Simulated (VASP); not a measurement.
# Sb2Pt (P-3m1) in VASP: further runs, part 2 of 2

VASP 6.6.1.

## Step 3: Single point, PBE

This run uses another cell than the first one, of 24.87 Å³/atom.

Input file INCAR:

```
SYSTEM = Sb2Pt
  PREC = Accurate
  ENCUT = 520
  EDIFF = 1E-6
  ISMEAR = 0
  SIGMA = 0.05
  LREAL = .False.
  LASPH = .True.
  NELM = 100
  ALGO = Normal
  ISIF = 2
  LWAVE = .False.
  LCHARG = .True.
  GGA = PE
  LELF = .True.
  LVHAR = .True.
  NBANDS = 17
```

Input file KPOINTS:

```
Automatic mesh
0
Gamma
  10 10 6
  0 0 0
```

Input file POSCAR:

```
Sb2Pt
1.0
    4.0599872515      0.0000000000      0.0000000000
   -2.0299936257      3.5160520988      0.0000000000
    0.0000000000      0.0000000000      5.2259058719
Pt Sb
1 2
Direct
    0.0000000000      0.0000000000      0.0000000000
    0.3333333333      0.6666666667      0.2584105895
    0.6666666667      0.3333333333      0.7415894105
```

Potentials or basis: VASP PAW PBE potentials, release 64 (Pt, Sb).

The run is started by

```sh
$ cat potpaw_PBE.64/Pt/POTCAR potpaw_PBE.64/Sb/POTCAR > POTCAR
$ mpirun -np 1 vasp_std > vasp.out
```

OUTCAR:

```text
SYSTEM = Sb2Pt
   PREC = Accurate
   ENCUT = 520
   EDIFF = 1E-6
   ISMEAR = 0
   LREAL = .False.
   LASPH = .True.
   NELM = 100
   ISIF = 2
   GGA = PE

 ion  position               nearest neighbor table
   1  0.000  0.000  0.000-   2 2.71   3 2.71   2 2.71   3 2.71   3 2.71   2 2.71
   2  0.333  0.667  0.258-   1 2.71   1 2.71   1 2.71   3 3.45   3 3.45   3 3.45   3 3.58   3 3.58
                             3 3.58
   3  0.667  0.333  0.742-   1 2.71   1 2.71   1 2.71   2 3.45   2 3.45   2 3.45   2 3.58   2 3.58
                             2 3.58

  LATTYP: Found a hexagonal cell.
 ALAT       =     4.0599872515
 C/A-ratio  =     1.2871729757

  Lattice vectors:

 A1 = (   4.0599872515,   0.0000000000,   0.0000000000)
 A2 = (  -2.0299936257,   3.5160520988,   0.0000000000)
 A3 = (   0.0000000000,   0.0000000000,   5.2259058719)

Analysis of symmetry for initial positions (statically):
=====================================================================
 Subroutine PRICEL returns:
 Original cell was already a primitive cell.

 Routine SETGRP: Setting up the symmetry group for a
 hexagonal supercell.

 Subroutine GETGRP returns: Found 12 space group operations
 (whereof 12 operations were pure point group operations)
 out of a pool of 24 trial point group operations.

The static configuration has the point symmetry D_3d.

Analysis of symmetry for dynamics (positions and initial velocities):
=====================================================================
 Subroutine PRICEL returns:
 Original cell was already a primitive cell.

 Routine SETGRP: Setting up the symmetry group for a
 hexagonal supercell.

 Subroutine GETGRP returns: Found 12 space group operations
[... 118 lines left out ...]
   EMIN   =  10.00;   EMAX   =-10.00  energy-range for DOS
   EFERMI =   0.00;   METHOD = LEGACY
   ISMEAR =     0;   SIGMA  =   0.05  broadening in eV -4-tet -1-fermi 0-gaus
   EFERMI_NEDOS =   21; number of points for ismear=-14 and -15
   IALGO  =     38    algorithm
   IMIX   =      4    mixing-type and parameters
     AMIX     =   0.40;   BMIX     =  1.00
     AMIX_MAG =   1.60;   BMIX_MAG =  1.00
  volume/ion in A,a.u.               =      24.87       167.81
  Fermi-wavevector in a.u.,A,eV,Ry     =   1.055612  1.994817 15.161199  1.114317
  Thomas-Fermi vector in A             =   2.190817
   LORBIT       =      0    0 simple, 1 ext, 2 COOP (PROOUT), +10 PAW based schemes
   GGA     = PE    functional components
   LHFCALC =     F    Hartree Fock is set to
   AEXX    =    0.0000 exact exchange contribution
   IVDW    =     0    specifies the selected vdW correction
   LEPSILON=     F    determine dielectric tensor
   LRPA    =     F    only Hartree local field effects (RPA)
 non-spin polarized calculation
 Gauss-broadening in eV      SIGMA  =   0.05
  energy-cutoff  :      520.00
  volume of cell :       74.60
 maximum number of plane-waves:      2031
   NGX = 15   NGY = 15   NGZ = 19

 number of electron      19.9999999 magnetization

 Free energy of the ion-electron system (eV)
  ---------------------------------------------------
  ext. energy  EPLUGINS =         0.00000000
  ---------------------------------------------------
  free energy    TOTEN  =       -15.37839512 eV

  energy without entropy =      -15.37687902  energy(sigma->0) =      -15.37763707

 E-fermi :   7.7945     XC(G=0): -10.4061

 val. band max:        7.7433433128   @ k =   0.2000  -0.0000   0.1667
 cond. band min:       7.7978860660   @ k =   0.1000   0.1000   0.3333
 fundamental gap:      0.0545427533
 Fermi energy:         7.7945494126

 k-point     1 :       0.0000    0.0000    0.0000
  band No.  band energies     occupation
      1      -4.1830      2.00000
      2       0.0363      2.00000
      3       2.2547      2.00000
      4       3.1014      2.00000
      5       3.1014      2.00000
      6       4.6791      2.00000
[... 457 lines left out ...]
      4       3.6189      2.00000
      5       3.7255      2.00000
      6       4.9220      2.00000
[... 9 lines left out ...]
     16      15.5353      0.00000
     17      16.1562      0.00000

 [... further k-points ...]

------------------------ aborting loop because EDIFF is reached ----------------------------------------

  FORCE on cell =-STRESS in cart. coord.  units (eV):
  Direction    XX          YY          ZZ          XY          YZ          ZX
  --------------------------------------------------------------------------------------
  -------------------------------------------------------------------------------------
  Total       -0.1504835     -0.1504835     -0.1012147     -0.0000000      0.0000000     -0.0000000
  in kB       -3.2318996     -3.2318996     -2.1737650     -0.0000000      0.0000000     -0.0000000
  external PRESSURE =      -2.8791881 kB  Pullay stress =       0.0000000 kB

 VOLUME and BASIS-vectors are now :
 -----------------------------------------------------------------------------
  energy-cutoff  :      520.00
  volume of cell :       74.60
      direct lattice vectors                 reciprocal lattice vectors
     4.059987251  0.000000000  0.000000000     0.246306192  0.142204946  0.000000000
    -2.029993626  3.516052099  0.000000000     0.000000000  0.284409893  0.000000000
     0.000000000  0.000000000  5.225905872     0.000000000  0.000000000  0.191354384

 POSITION                                       TOTAL-FORCE (eV/Angst)
 -----------------------------------------------------------------------------------
      0.00000      0.00000      0.00000         0.000000      0.000000      0.000000
     -0.00000      2.34403      1.35043        -0.000000      0.000000     -0.018502
      2.02999      1.17202      3.87548         0.000000      0.000000      0.018502
 -----------------------------------------------------------------------------------
    total drift:                                0.000000      0.000000     -0.000000

  FREE ENERGIE OF THE ION-ELECTRON SYSTEM (eV)
  ---------------------------------------------------
  free  energy   TOTEN  =       -15.3783951183 eV

  energy  without entropy=      -15.3768790231  energy(sigma->0) =      -15.37763707
```

OSZICAR:

```text
N       E                     dE             d eps       ncg     rms          rms(c)
DAV:   1     0.963226064280E+02    0.96323E+02   -0.78178E+03  2448   0.983E+02
DAV:   2    -0.119307170216E+02   -0.10825E+03   -0.10342E+03  3063   0.184E+02
DAV:   3    -0.156419935949E+02   -0.37113E+01   -0.36651E+01  2833   0.380E+01
DAV:   4    -0.156756069100E+02   -0.33613E-01   -0.33585E-01  3062   0.398E+00
DAV:   5    -0.156760792907E+02   -0.47238E-03   -0.47236E-03  2982   0.479E-01    0.768E+00
DAV:   6    -0.154592286560E+02    0.21685E+00   -0.98662E-01  2588   0.852E+00    0.348E+00
DAV:   7    -0.153964764438E+02    0.62752E-01   -0.18210E-01  2563   0.392E+00    0.223E+00
DAV:   8    -0.153786598069E+02    0.17817E-01   -0.55009E-02  2878   0.184E+00    0.258E-01
DAV:   9    -0.153783444698E+02    0.31534E-03   -0.33155E-03  2632   0.445E-01    0.159E-01
DAV:  10    -0.153784012842E+02   -0.56814E-04   -0.70096E-04  3094   0.181E-01    0.249E-02
DAV:  11    -0.153783925721E+02    0.87121E-05   -0.54144E-05  2776   0.510E-02    0.154E-02
DAV:  12    -0.153783954297E+02   -0.28576E-05   -0.76164E-06  2824   0.175E-02    0.455E-03
DAV:  13    -0.153783951183E+02    0.31138E-06   -0.47789E-07  1577   0.423E-03
   1 F= -.15378395E+02 E0= -.15377637E+02  d E =-.151610E-02
```

Wall time 1.9 min (1 thread of Intel Xeon 8259CL, shared host); peak memory 0.25 GiB.

What came out:

```yaml
Free_energy: -15.3784 eV
Pressure: -0.3 GPa
Largest_force: 0.019 eV/Å
Band_gap_on_the_k_mesh: zero (bands 10 and 11 overlap by 3.12 eV)
```

Forces in eV/Å, atoms in the order of the input:
```
Pt   0.000  0.000  0.000
Sb   0.000  0.000 -0.019
Sb   0.000  0.000  0.019
```

Caveat: spin-orbit coupling is left out, which moves the levels of the heavy elements.

## Step 4: Single point, PBE

This run uses another cell than the first one, of 24.87 Å³/atom.

Input file INCAR:

```
PREC = Accurate
ENCUT = 520
EDIFF = 1E-7
ISMEAR = 0
SIGMA = 0.05
LREAL = F
LASPH = T
NELM = 80
ALGO = Normal
ISIF = 2
LWAVE = F
LCHARG = F
GGA = PE
NBANDS = 17
```

Input file KPOINTS:

```
Automatic mesh
0
Gamma
  10 10 6
```

POSCAR is that of step 3.

Potentials or basis: VASP PAW PBE potentials, release 64 (Pt, Sb).

The run is started by

```sh
$ cat potpaw_PBE.64/Pt/POTCAR potpaw_PBE.64/Sb/POTCAR > POTCAR
$ mpirun -np 1 vasp_std > vasp.out
```

OUTCAR:

```text
PREC = Accurate
   ENCUT = 520
   EDIFF = 1E-7
   ISMEAR = 0
   LREAL = F
   LASPH = T
   NELM = 80
   ISIF = 2
   GGA = PE

 ion  position               nearest neighbor table
   1  0.000  0.000  0.000-   2 2.71   3 2.71   2 2.71   3 2.71   3 2.71   2 2.71
   2  0.333  0.667  0.258-   1 2.71   1 2.71   1 2.71   3 3.45   3 3.45   3 3.45   3 3.58   3 3.58
                             3 3.58
   3  0.667  0.333  0.742-   1 2.71   1 2.71   1 2.71   2 3.45   2 3.45   2 3.45   2 3.58   2 3.58
                             2 3.58

  LATTYP: Found a hexagonal cell.
[... 675 lines left out ...]

  FORCE on cell =-STRESS in cart. coord.  units (eV):
  Direction    XX          YY          ZZ          XY          YZ          ZX
  --------------------------------------------------------------------------------------
  -------------------------------------------------------------------------------------
  Total       -0.1512138     -0.1512138     -0.1019283     -0.0000000      0.0000000     -0.0000000
  in kB       -3.2475834     -3.2475834     -2.1890912     -0.0000000      0.0000000     -0.0000000
  external PRESSURE =      -2.8947527 kB  Pullay stress =       0.0000000 kB

 VOLUME and BASIS-vectors are now :
 -----------------------------------------------------------------------------
  energy-cutoff  :      520.00
  volume of cell :       74.60
      direct lattice vectors                 reciprocal lattice vectors
     4.059987251  0.000000000  0.000000000     0.246306192  0.142204946  0.000000000
    -2.029993626  3.516052099  0.000000000     0.000000000  0.284409893  0.000000000
     0.000000000  0.000000000  5.225905872     0.000000000  0.000000000  0.191354384

 POSITION                                       TOTAL-FORCE (eV/Angst)
 -----------------------------------------------------------------------------------
      0.00000      0.00000      0.00000        -0.000000      0.000000      0.000000
     -0.00000      2.34403      1.35043        -0.000000      0.000000     -0.018535
      2.02999      1.17202      3.87548         0.000000     -0.000000      0.018535
 -----------------------------------------------------------------------------------
    total drift:                                0.000000      0.000000      0.000000

  FREE ENERGIE OF THE ION-ELECTRON SYSTEM (eV)
  ---------------------------------------------------
  free  energy   TOTEN  =       -15.3783949712 eV

  energy  without entropy=      -15.3768787679  energy(sigma->0) =      -15.37763687
```

OSZICAR:

```text
N       E                     dE             d eps       ncg     rms          rms(c)
DAV:   1     0.963226064280E+02    0.96323E+02   -0.78178E+03  2448   0.983E+02
DAV:   2    -0.119307170216E+02   -0.10825E+03   -0.10342E+03  3063   0.184E+02
DAV:   3    -0.156419935949E+02   -0.37113E+01   -0.36651E+01  2833   0.380E+01
DAV:   4    -0.156756069100E+02   -0.33613E-01   -0.33585E-01  3062   0.398E+00
DAV:   5    -0.156760792907E+02   -0.47238E-03   -0.47236E-03  2982   0.479E-01    0.768E+00
DAV:   6    -0.154592286560E+02    0.21685E+00   -0.98662E-01  2588   0.852E+00    0.348E+00
DAV:   7    -0.153964764438E+02    0.62752E-01   -0.18210E-01  2563   0.392E+00    0.223E+00
DAV:   8    -0.153786598069E+02    0.17817E-01   -0.55009E-02  2878   0.184E+00    0.258E-01
DAV:   9    -0.153783444698E+02    0.31534E-03   -0.33155E-03  2632   0.445E-01    0.159E-01
DAV:  10    -0.153784012842E+02   -0.56814E-04   -0.70096E-04  3094   0.181E-01    0.249E-02
DAV:  11    -0.153783925721E+02    0.87121E-05   -0.54144E-05  2776   0.510E-02    0.154E-02
DAV:  12    -0.153783954301E+02   -0.28580E-05   -0.76211E-06  2864   0.175E-02    0.455E-03
DAV:  13    -0.153783951220E+02    0.30816E-06   -0.50541E-07  2931   0.422E-03    0.233E-03
DAV:  14    -0.153783949578E+02    0.16421E-06   -0.11442E-07  2153   0.201E-03    0.575E-04
DAV:  15    -0.153783949712E+02   -0.13455E-07   -0.94649E-09  1322   0.744E-04
   1 F= -.15378395E+02 E0= -.15377637E+02  d E =-.151620E-02
```

It took 1.8 min on 1 thread of Intel Xeon 8259CL, shared host; peak memory 0.24 GiB.

What came out:

```yaml
Free_energy: -15.3784 eV
Pressure: -0.3 GPa
Largest_force: 0.019 eV/Å
Band_gap_on_the_k_mesh: zero (bands 10 and 11 overlap by 3.12 eV)
```

Forces on the atoms (eV/Å):
```
Pt   0.000  0.000  0.000
Sb   0.000  0.000 -0.019
Sb   0.000  0.000  0.019
```

Caveat: spin-orbit coupling is left out, which moves the levels of the heavy elements.

## Step 5: Single point, PBEsol

This run uses another cell than the first one, of 24.87 Å³/atom.

Input file INCAR:

```
PREC = Accurate
ENCUT = 520
EDIFF = 1E-6
ISMEAR = 0
SIGMA = 0.05
LREAL = False
LASPH = True
NELM = 80
ALGO = Normal
ISIF = 2
LWAVE = False
LCHARG = False
GGA = PS
NBANDS = 17
```

KPOINTS is that of step 4.

POSCAR is that of step 4.

Potentials or basis: VASP PAW PBE potentials, release 64 (Pt, Sb).

The run is started by

```sh
$ cat potpaw_PBE.64/Pt/POTCAR potpaw_PBE.64/Sb/POTCAR > POTCAR
$ mpirun -np 1 vasp_std > vasp.out
```

OUTCAR:

```text
PREC = Accurate
   ENCUT = 520
   EDIFF = 1E-6
   ISMEAR = 0
   LREAL = False
   LASPH = True
   NELM = 80
   ISIF = 2
   GGA = PS

 ion  position               nearest neighbor table
   1  0.000  0.000  0.000-   2 2.71   3 2.71   2 2.71   3 2.71   3 2.71   2 2.71
   2  0.333  0.667  0.258-   1 2.71   1 2.71   1 2.71   3 3.45   3 3.45   3 3.45   3 3.58   3 3.58
                             3 3.58
   3  0.667  0.333  0.742-   1 2.71   1 2.71   1 2.71   2 3.45   2 3.45   2 3.45   2 3.58   2 3.58
                             2 3.58

  LATTYP: Found a hexagonal cell.
[... 677 lines left out ...]
  Direction    XX          YY          ZZ          XY          YZ          ZX
  --------------------------------------------------------------------------------------
  -------------------------------------------------------------------------------------
  Total       -2.0919751     -2.0919751     -1.7553593     -0.0000000      0.0000000     -0.0000000
  in kB      -44.9288751    -44.9288751    -37.6994523     -0.0000000      0.0000000     -0.0000000
  external PRESSURE =     -42.5190675 kB  Pullay stress =       0.0000000 kB

 VOLUME and BASIS-vectors are now :
 -----------------------------------------------------------------------------
  energy-cutoff  :      520.00
  volume of cell :       74.60
      direct lattice vectors                 reciprocal lattice vectors
     4.059987251  0.000000000  0.000000000     0.246306192  0.142204946  0.000000000
    -2.029993626  3.516052099  0.000000000     0.000000000  0.284409893  0.000000000
     0.000000000  0.000000000  5.225905872     0.000000000  0.000000000  0.191354384

 POSITION                                       TOTAL-FORCE (eV/Angst)
 -----------------------------------------------------------------------------------
      0.00000      0.00000      0.00000        -0.000000      0.000000      0.000000
     -0.00000      2.34403      1.35043         0.000000      0.000000     -0.228583
      2.02999      1.17202      3.87548        -0.000000      0.000000      0.228583
 -----------------------------------------------------------------------------------
    total drift:                                0.000000      0.000000      0.000000

  FREE ENERGIE OF THE ION-ELECTRON SYSTEM (eV)
  ---------------------------------------------------
  free  energy   TOTEN  =       -17.0676436173 eV

  energy  without entropy=      -17.0660661030  energy(sigma->0) =      -17.06685486
```

OSZICAR:

```text
N       E                     dE             d eps       ncg     rms          rms(c)
DAV:   1     0.943808030292E+02    0.94381E+02   -0.78146E+03  2448   0.983E+02
DAV:   2    -0.136936274205E+02   -0.10807E+03   -0.10324E+03  3064   0.184E+02
DAV:   3    -0.174106679743E+02   -0.37170E+01   -0.36685E+01  2847   0.380E+01
DAV:   4    -0.174445030025E+02   -0.33835E-01   -0.33806E-01  3046   0.398E+00
DAV:   5    -0.174449795661E+02   -0.47656E-03   -0.47654E-03  2984   0.482E-01    0.792E+00
DAV:   6    -0.171726754615E+02    0.27230E+00   -0.12694E+00  2607   0.951E+00    0.341E+00
DAV:   7    -0.170920949590E+02    0.80581E-01   -0.21889E-01  2552   0.437E+00    0.226E+00
DAV:   8    -0.170684148652E+02    0.23680E-01   -0.59990E-02  2866   0.181E+00    0.277E-01
DAV:   9    -0.170677080660E+02    0.70680E-03   -0.38850E-03  2600   0.487E-01    0.158E-01
DAV:  10    -0.170676511618E+02    0.56904E-04   -0.67472E-04  3171   0.184E-01    0.235E-02
DAV:  11    -0.170676429203E+02    0.82415E-05   -0.63132E-05  2706   0.569E-02    0.156E-02
DAV:  12    -0.170676436173E+02   -0.69700E-06   -0.54991E-06  2979   0.169E-02
   1 F= -.17067644E+02 E0= -.17066855E+02  d E =-.157751E-02
```

Run time: 1.8 min. Hardware: 1 thread of Intel Xeon 8259CL, shared host; peak memory 0.24 GiB.

What came out:

```yaml
Free_energy: -17.0676 eV
Pressure: -4.3 GPa
Largest_force: 0.229 eV/Å
Band_gap_on_the_k_mesh: zero (bands 10 and 11 overlap by 3.11 eV)
```

Forces on the atoms (eV/Å):
```
Pt   0.000  0.000  0.000
Sb   0.000  0.000 -0.229
Sb   0.000  0.000  0.229
```

Levels at points of the mesh, in eV from the Fermi level:
| k point | band 8 | band 9 | band 10 | band 11 | band 12 | band 13 |
| --- | --- | --- | --- | --- | --- | --- |
| (0.00, 0.00, 0.00) | -1.83 | 1.49 | 1.49 | 2.60 | 2.60 | 3.61 |
| (0.50, 0.00, 0.00) | -2.16 | -1.83 | -1.81 | -1.58 | 1.39 | 4.53 |
| (0.00, 0.00, 0.50) | -0.25 | 0.58 | 0.80 | 0.80 | 4.00 | 4.00 |
| (0.50, 0.00, 0.50) | -2.76 | -2.38 | -0.70 | 1.08 | 1.87 | 2.97 |

Caveat: the cell stands under tension; the PAW data sets were made with another functional, which shifts forces and pressure a little; spin-orbit coupling is left out, which moves the levels of the heavy elements.

## Step 6: Single point, LDA

This run uses another cell than the first one, of 24.87 Å³/atom.

Input file INCAR:

```
  PREC = Accurate
  ENCUT = 520
  EDIFF = 1E-6
  ISMEAR = 0
  SIGMA = 0.05
  LREAL = False
  LASPH = True
  NELM = 100
  ALGO = Normal
  ISIF = 2
  LWAVE = False
  LCHARG = False
  NBANDS = 17
```

KPOINTS is that of step 5.

POSCAR is that of step 5.

Potentials or basis: VASP PAW LDA potentials, release 64 (Pt, Sb).

The run is started by

```sh
$ cat potpaw_LDA.64/Pt/POTCAR potpaw_LDA.64/Sb/POTCAR > POTCAR
$ mpirun -np 1 vasp_std > vasp.out
```

Run time: 1.7 min. Hardware: 1 thread of Intel Xeon 8259CL, shared host; peak memory 0.23 GiB.

Results (log left out):

```
Free energy            : -18.0854 eV
Pressure               : -5.9 GPa
Largest force          : 0.334 eV/Å
Band gap on the k mesh : zero (bands 10 and 11 overlap by 3.09 eV)
```

Forces on the atoms (eV/Å):
```
Pt   0.000  0.000  0.000
Sb   0.000  0.000 -0.334
Sb   0.000  0.000  0.334
```

Stress tensor (GPa, compression positive):
```
-6.33  0.00  0.00
 0.00 -6.33  0.00
 0.00  0.00 -5.16
```

Levels at points of the mesh, in eV from the Fermi level:
```tsv
k point	band 6	band 7	band 8	band 9	band 10	band 11	band 12	band 13	band 14	band 15
(0.00, 0.00, 0.00)	-3.09	-3.09	-1.82	1.48	1.48	2.58	2.58	3.65	3.92	5.86
(0.50, 0.00, 0.00)	-2.84	-2.75	-2.13	-1.81	-1.79	-1.58	1.41	4.49	4.84	6.47
(0.00, 0.00, 0.50)	-3.12	-3.12	-0.26	0.56	0.79	0.79	3.98	3.98	5.17	5.87
(0.50, 0.00, 0.50)	-3.48	-2.86	-2.75	-2.38	-0.68	1.09	1.87	2.96	5.46	5.88
```

Caveat: the cell stands under tension; spin-orbit coupling is left out, which moves the levels of the heavy elements.

## Step 7: Overview

| level | potentials or basis | cell | gap on the mesh (eV) | pressure (GPa) | largest force (eV/Å) |
| --- | --- | --- | --- | --- | --- |
| PBE | VASP PAW PBE potentials, release 64 (Pt, Sb) | a = 4.030, b = 4.030, c = 5.198 Å, angles 90.0, 90.0, 120.0°, 3 atoms, atomic positions A | none | 0.7 | 0.02 |
| PBE | VASP PAW PBE potentials, release 64 (Pt, Sb) | a = 4.060, b = 4.060, c = 5.226 Å, angles 90.0, 90.0, 120.0°, 3 atoms, atomic positions B | none | -0.3 | 0.02 |
| PBEsol | VASP PAW PBE potentials, release 64 (Pt, Sb) | a = 4.060, b = 4.060, c = 5.226 Å, angles 90.0, 90.0, 120.0°, 3 atoms, atomic positions B | none | -4.3 | 0.23 |
| LDA | VASP PAW LDA potentials, release 64 (Pt, Sb) | a = 4.060, b = 4.060, c = 5.226 Å, angles 90.0, 90.0, 120.0°, 3 atoms, atomic positions B | none | -5.9 | 0.33 |

Alike in all rows: task single point; no spin polarisation; k mesh 10 × 10 × 6; cutoff (eV) 520; smearing gaussian 0.05 eV.

Caveats: spin-orbit coupling is left out, which moves the levels of the heavy elements; the cell stands under tension (at least some runs); the PAW data sets were made with another functional, which shifts forces and pressure a little (at least some runs).

Total energies depend on the potentials used, so only differences within one code and one set of settings carry meaning.
